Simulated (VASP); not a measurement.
# W16F (a cell with a defect) in VASP: single point with PBE+D3(BJ)

Aim: the single point of W16F (a cell with a defect) with PBE+D3(BJ).

Everything below comes from runs of VASP 6.6.1. Logs are shortened: lines on timing, memory, paths and dates and some standing lists are left out, and cuts for length are marked.

## (1) The cell of the first run

The cell holds a defect, 17 atoms: a = 6.320 Å, b = 6.320 Å, c = 6.320 Å, α = 90.00°, β = 90.00°, γ = 90.00°.

## (2) Single point, PBE+D3(BJ)

INCAR reads:

```
SYSTEM = W16F
  PREC = Accurate
  ENCUT = 520
  EDIFF = 1E-7
  ISMEAR = -1
  SIGMA = 0.05
  LREAL = Auto
  LASPH = .True.
  NELM = 80
  ALGO = Normal
  ISIF = 2
  LWAVE = .False.
  LCHARG = .False.
  GGA = PE
  IVDW = 12
  NBANDS = 130
```

KPOINTS reads:

```
Automatic mesh
0
Gamma
  3 3 3
  0 0 0
```

POSCAR reads:

```
W16F
1.0
    6.3200000000      0.0000000000      0.0000000000
    0.0000000000      6.3200000000      0.0000000000
    0.0000000000      0.0000000000      6.3200000000
W F
16 1
Direct
    0.0005555309      0.0001916897      0.0020690017
    0.4985185049      0.0001903219      0.0020811073
    0.0044336278      0.5001990765      0.0046141743
    0.0284709689      0.0001850138      0.4792295652
    0.2495385192      0.2550683949      0.2452509389
    0.4946821952      0.5001981486      0.0045836042
    0.4704713013      0.0001839783      0.4790712296
    0.7495539758      0.2512195055      0.2477624328
    0.0005266059      0.5001845446      0.4985191104
    0.2495374093      0.7453113067      0.2452373819
    0.2495715170      0.2511883061      0.7513467453
    0.4985520279      0.5001840810      0.4984909866
    0.7495535643      0.7491783946      0.2477674089
    0.7495693383      0.2792200317      0.7707300464
    0.2495708124      0.7492081740      0.7513336616
    0.7495686191      0.7212363034      0.7706607526
    0.7494212818      0.0002499288      0.6249050523
```

Potentials or basis: VASP PAW PBE potentials, release 64 (W_sv, F).

The run is started by

```sh
$ cat potpaw_PBE.64/W_sv/POTCAR potpaw_PBE.64/F/POTCAR > POTCAR
$ mpirun -np 1 vasp_std > vasp.out
```

OUTCAR:

```text
SYSTEM = W16F
   PREC = Accurate
   ENCUT = 520
   EDIFF = 1E-7
   ISMEAR = -1
   LREAL = Auto
   LASPH = .True.
   NELM = 80
   ISIF = 2
   GGA = PE
   IVDW = 12
 IVDW          = 12

 ion  position               nearest neighbor table
   1  0.001  0.000  0.002-  10 2.73   5 2.73  13 2.73   8 2.73  15 2.74  11 2.74  16 2.79  14 2.79
                             4 3.02   2 3.15   3 3.16   3 3.16   2 3.17   4 3.31
   2  0.499  0.000  0.002-  10 2.73   5 2.73  13 2.73   8 2.73  15 2.74  11 2.74  16 2.79  14 2.79
                             7 3.02   1 3.15   6 3.16   6 3.16   1 3.17   7 3.31
   3  0.004  0.500  0.005-  14 2.59  16 2.59  10 2.67   5 2.67   8 2.73  13 2.73  11 2.73  15 2.73
                             6 3.10   9 3.12   1 3.16   1 3.16   9 3.20   6 3.22
   4  0.028  0.000  0.479-  17 1.99   5 2.59  10 2.59  15 2.73  11 2.73  13 2.79   8 2.79   7 2.79
                             1 3.02  16 3.10  14 3.10   9 3.17   9 3.17   1 3.31
   5  0.250  0.255  0.245-   7 2.59   4 2.59   3 2.67   6 2.67   2 2.73   1 2.73  12 2.73   9 2.73
                            10 3.10  11 3.12   8 3.16   8 3.16  11 3.20  10 3.22
   6  0.495  0.500  0.005-  14 2.59  16 2.59  10 2.67   5 2.67   8 2.73  13 2.73  11 2.73  15 2.73
                             3 3.10  12 3.12   2 3.16   2 3.16  12 3.20   3 3.22
   7  0.470  0.000  0.479-  17 1.99   5 2.59  10 2.59  15 2.73  11 2.73  13 2.79   8 2.79   4 2.79
                             2 3.02  16 3.10  14 3.10  12 3.17  12 3.17   2 3.31
   8  0.750  0.251  0.248-   3 2.73   6 2.73   1 2.73   2 2.73   9 2.74  12 2.74   4 2.79   7 2.79
                            14 3.02  13 3.15   5 3.16   5 3.16  13 3.17  14 3.31
   9  0.001  0.500  0.499-  14 2.72  16 2.72   5 2.73  10 2.73   8 2.74  13 2.74  11 2.74  15 2.74
                             3 3.12  12 3.15   4 3.17   4 3.17  12 3.17   3 3.20
  10  0.250  0.745  0.245-   7 2.59   4 2.59   3 2.67   6 2.67   2 2.73   1 2.73  12 2.73   9 2.73
                             5 3.10  15 3.12  13 3.16  13 3.16  15 3.20   5 3.22
  11  0.250  0.251  0.751-   7 2.73   4 2.73   6 2.73   3 2.73   2 2.74   1 2.74  12 2.74   9 2.74
                             5 3.12  15 3.15  14 3.17  14 3.17  15 3.17   5 3.20
  12  0.499  0.500  0.498-  14 2.73  16 2.73   5 2.73  10 2.73   8 2.74  13 2.74  11 2.74  15 2.74
                             6 3.12   9 3.15   7 3.17   7 3.17   9 3.17   6 3.20
  13  0.750  0.749  0.248-   3 2.73   6 2.73   1 2.73   2 2.73   9 2.74  12 2.74   4 2.79   7 2.79
                            16 3.02   8 3.15  10 3.16  10 3.16   8 3.17  16 3.31
  14  0.750  0.279  0.771-  17 1.99   6 2.59   3 2.59   9 2.72  12 2.73   1 2.79   2 2.79  16 2.79
                             8 3.02   4 3.10   7 3.10  11 3.17  11 3.17   8 3.31
  15  0.250  0.749  0.751-   7 2.73   4 2.73   6 2.73   3 2.73   2 2.74   1 2.74  12 2.74   9 2.74
                            10 3.12  11 3.15  16 3.17  16 3.17  11 3.17  10 3.20
  16  0.750  0.721  0.771-  17 1.99   6 2.59   3 2.59   9 2.72  12 2.73   1 2.79   2 2.79  14 2.79
                            13 3.02   4 3.10   7 3.10  15 3.17  15 3.17  13 3.31
  17  0.749  0.000  0.625-   7 1.99  14 1.99   4 1.99  16 1.99

  LATTYP: Found a simple cubic cell.
 ALAT       =     6.3200000000

  Lattice vectors:

 A1 = (   6.3200000000,   0.0000000000,   0.0000000000)
 A2 = (   0.0000000000,   6.3200000000,   0.0000000000)
 A3 = (   0.0000000000,   0.0000000000,   6.3200000000)

Analysis of symmetry for initial positions (statically):
=====================================================================
 Subroutine PRICEL returns:
 Original cell was already a primitive cell.

 Routine SETGRP: Setting up the symmetry group for a
 simple cubic supercell.

 Subroutine GETGRP returns: Found  1 space group operations
 (whereof  1 operations were pure point group operations)
 out of a pool of 48 trial point group operations.

The static configuration has the point symmetry C_1 .

Analysis of symmetry for dynamics (positions and initial velocities):
=====================================================================
 Subroutine PRICEL returns:
 Original cell was already a primitive cell.

 Routine SETGRP: Setting up the symmetry group for a
 simple cubic supercell.

 Subroutine GETGRP returns: Found  1 space group operations
 (whereof  1 operations were pure point group operations)
 out of a pool of 48 trial point group operations.

The dynamic configuration has the point symmetry C_1 .

 Subroutine INISYM returns: Found  1 space group operations
 (whereof  1 operations are pure point group operations),
 and found     1 'primitive' translations

----------------------------------------------------------------------------------------

                                     Primitive cell

  volume of cell :     252.4360

  direct lattice vectors                    reciprocal lattice vectors
     6.320000000  0.000000000  0.000000000     0.158227848  0.000000000  0.000000000
     0.000000000  6.320000000  0.000000000     0.000000000  0.158227848  0.000000000
     0.000000000  0.000000000  6.320000000     0.000000000  0.000000000  0.158227848

  length of vectors
[... 66 lines left out ...]

 Following reciprocal coordinates:
            Coordinates               Weight
  0.000000  0.000000  0.000000      1.000000
  0.333333  0.000000  0.000000      2.000000
  0.000000  0.333333  0.000000      2.000000
  0.000000  0.000000  0.333333      2.000000
  0.333333  0.333333  0.000000      2.000000
  0.000000  0.333333  0.333333      2.000000
  0.333333  0.000000  0.333333      2.000000
 -0.333333  0.333333  0.000000      2.000000
 -0.333333  0.000000  0.333333      2.000000
  0.000000 -0.333333  0.333333      2.000000
  0.333333  0.333333  0.333333      2.000000
 -0.333333  0.333333  0.333333      2.000000
 -0.333333 -0.333333  0.333333      2.000000
  0.333333 -0.333333  0.333333      2.000000
   k-points           NKPTS =     14   k-points in BZ     NKDIM =     14   number of bands    NBANDS=    130
   number of dos      NEDOS =    301   number of ions     NIONS =     17
   total plane-waves  NPLWV = 110592
   dimension x,y,z NGX =    48 NGY =   48 NGZ =   48
   dimension x,y,z NGXF=    96 NGYF=   96 NGZF=   96
   ions per type =              16   1
   NGX,Y,Z   is equivalent  to a cutoff of  12.63, 12.63, 12.63 a.u.
   NGXF,Y,Z  is equivalent  to a cutoff of  25.25, 25.25, 25.25 a.u.
 SYSTEM =  W16F
   PREC   = accura    normal or accurate (medium, high low for compatibility)
   ISTART =      0    job   : 0-new  1-cont  2-samecut
   ICHARG =      2    charge: 1-file 2-atom 10-const
   ISPIN  =      1    spin polarized calculation?
   LNONCOLLINEAR =      F non collinear calculations
   LSORBIT =      F    spin-orbit coupling
   LASPH  =      T    aspherical Exc in radial PAW
   ENCUT  =  520.0 eV  38.22 Ry    6.18 a.u.  11.75 11.75 11.75*2*pi/ulx,y,z
   NELM   =     80;   NELMIN=  2; NELMDL= -5     # of ELM steps
   EDIFF  = 0.1E-06   stopping-criterion for ELM
   LREAL  =      T    real-space projection
   EDIFFG = 0.1E-05   stopping-criterion for IOM
   NSW    =      0    number of steps for IOM
   IBRION =     -1    ionic relax: 0-MD 1-quasi-New 2-CG
   NFREE  =      0    steps in history (QN), initial steepest desc. (CG)
   ISIF   =      2    stress and relaxation
   ISYM   =      2    0-nonsym 1-usesym 2-fastsym
   POTIM  = 0.5000    time-step for ionic-motion
   TEBEG  =    0.0;   TEEND  =   0.0 temperature during run
   PSTRESS=    0.0 pullay stress
   NELECT =     231.0000    total number of electrons
   NUPDOWN=      -1.0000    fix difference up-down
   EMIN   =  10.00;   EMAX   =-10.00  energy-range for DOS
   EFERMI =   0.00;   METHOD = LEGACY
   ISMEAR =    -1;   SIGMA  =   0.05  broadening in eV -4-tet -1-fermi 0-gaus
   EFERMI_NEDOS =   21; number of points for ismear=-14 and -15
   IALGO  =     38    algorithm
   IMIX   =      4    mixing-type and parameters
     AMIX     =   0.40;   BMIX     =  1.00
     AMIX_MAG =   1.60;   BMIX_MAG =  1.00
  volume/ion in A,a.u.               =      14.85       100.21
  Fermi-wavevector in a.u.,A,eV,Ry     =   1.589382  3.003497 34.370175  2.526137
  Thomas-Fermi vector in A             =   2.688240
   LORBIT       =      0    0 simple, 1 ext, 2 COOP (PROOUT), +10 PAW based schemes
   GGA     = PE    functional components
   LHFCALC =     F    Hartree Fock is set to
   AEXX    =    0.0000 exact exchange contribution
   IVDW    =    12    specifies the selected vdW correction
   LEPSILON=     F    determine dielectric tensor
   LRPA    =     F    only Hartree local field effects (RPA)
 non-spin polarized calculation
  energy-cutoff  :      520.00
  volume of cell :      252.44
 maximum number of plane-waves:      6859
   NGX = 23   NGY = 23   NGZ = 23

 number of electron     230.9999990 magnetization

 Free energy of the ion-electron system (eV)
  ---------------------------------------------------
  ext. energy  EPLUGINS =         0.00000000
  ---------------------------------------------------
  free energy    TOTEN  =      -205.14371485 eV

  energy without entropy =     -205.06588570  energy(sigma->0) =     -205.10480027

 E-fermi :  11.8430     XC(G=0): -13.7716

 val. band max:       11.8341090664   @ k =   0.0000   0.0000   0.0000
 cond. band min:      11.8717311658   @ k =   0.3333   0.0000   0.3333
 fundamental gap:      0.0376220994
 Fermi energy:        11.8429745139

 k-point     1 :       0.0000    0.0000    0.0000
  band No.  band energies     occupation
      1     -62.4012      2.00000
      2     -62.3713      2.00000
      3     -62.3405      2.00000
      4     -62.3405      2.00000
      5     -62.2041      2.00000
      6     -62.1572      2.00000
[... 1809 lines left out ...]
    126      13.7112      0.00000
    127      13.7824      0.00000
 [bands above 127 left out]

------------------------ aborting loop because EDIFF is reached ----------------------------------------

 Edisp (eV)  -11.47229

 E8    (eV) :    -5.8401

  FORCE on cell =-STRESS in cart. coord.  units (eV):
  Direction    XX          YY          ZZ          XY          YZ          ZX
  --------------------------------------------------------------------------------------
  -------------------------------------------------------------------------------------
  Total      22.00485    21.99598    25.23217    -0.00220     0.00900     0.01921
  in kB     139.66181   139.60553   160.14523    -0.01395     0.05715     0.12189
  external pressure =      146.47 kB  Pullay stress =        0.00 kB

 VOLUME and BASIS-vectors are now :
 -----------------------------------------------------------------------------
  energy-cutoff  :      520.00
  volume of cell :      252.44
      direct lattice vectors                 reciprocal lattice vectors
     6.320000000  0.000000000  0.000000000     0.158227848  0.000000000  0.000000000
     0.000000000  6.320000000  0.000000000     0.000000000  0.158227848  0.000000000
     0.000000000  0.000000000  6.320000000     0.000000000  0.000000000  0.158227848

 POSITION                                       TOTAL-FORCE (eV/Angst)
 -----------------------------------------------------------------------------------
      0.00351      0.00121      0.01308        -0.019415     -0.000146      0.004209
      3.15064      0.00120      0.01315         0.021067     -0.000186      0.003188
      0.02802      3.16126      0.02916         0.016640      0.000812     -0.013163
      0.17994      0.00117      3.02873         0.123513      0.000031     -0.059098
      1.57708      1.61203      1.54999        -0.004063      0.016375      0.011456
      3.12639      3.16125      0.02897        -0.017468      0.001531     -0.011062
[... 9 lines left out ...]
      4.73727      4.55821      4.87058         0.000358     -0.121435      0.056691
      4.73634      0.00158      3.94940         0.001218     -0.000322      0.002011
 -----------------------------------------------------------------------------------
    total drift:                                0.003556      0.000323      0.001085

  FREE ENERGIE OF THE ION-ELECTRON SYSTEM (eV)
  ---------------------------------------------------
  free  energy   TOTEN  =      -216.6160013467 eV

  energy  without entropy=     -216.5381722010  energy(sigma->0) =     -216.57708677
```

Run time: 15 min. Hardware: 1 thread of AMD EPYC 7R43 (Zen 3), shared host; peak memory 0.46 GiB.

Results:

```
Free energy                : -216.6160 eV
Pressure                   : 14.6 GPa
Largest force              : 0.137 eV/Å
Band gap on the k mesh     : zero (an odd number of electrons rules out a gap without spin polarisation)
Dispersion energy per atom : -0.675 eV
```

Forces on the atoms (eV/Å):
```
W   -0.019  0.000  0.004
W    0.021  0.000  0.003
W    0.017  0.001 -0.013
W    0.124  0.000 -0.059
W   -0.004  0.016  0.011
W   -0.017  0.002 -0.011
W   -0.116  0.001 -0.053
W    0.001 -0.020 -0.003
W    0.012  0.001 -0.014
W   -0.003 -0.016  0.012
W   -0.002  0.011  0.014
W   -0.010  0.001 -0.014
W    0.000  0.020 -0.003
W   -0.001  0.117  0.053
W   -0.002 -0.011  0.013
W    0.000 -0.121  0.057
F    0.001  0.000  0.002
```

Caveat: spin-orbit coupling is left out, which moves the levels of the heavy elements; an odd number of electrons without spin polarisation forces a metal; a magnetic or distorted state may lie lower.
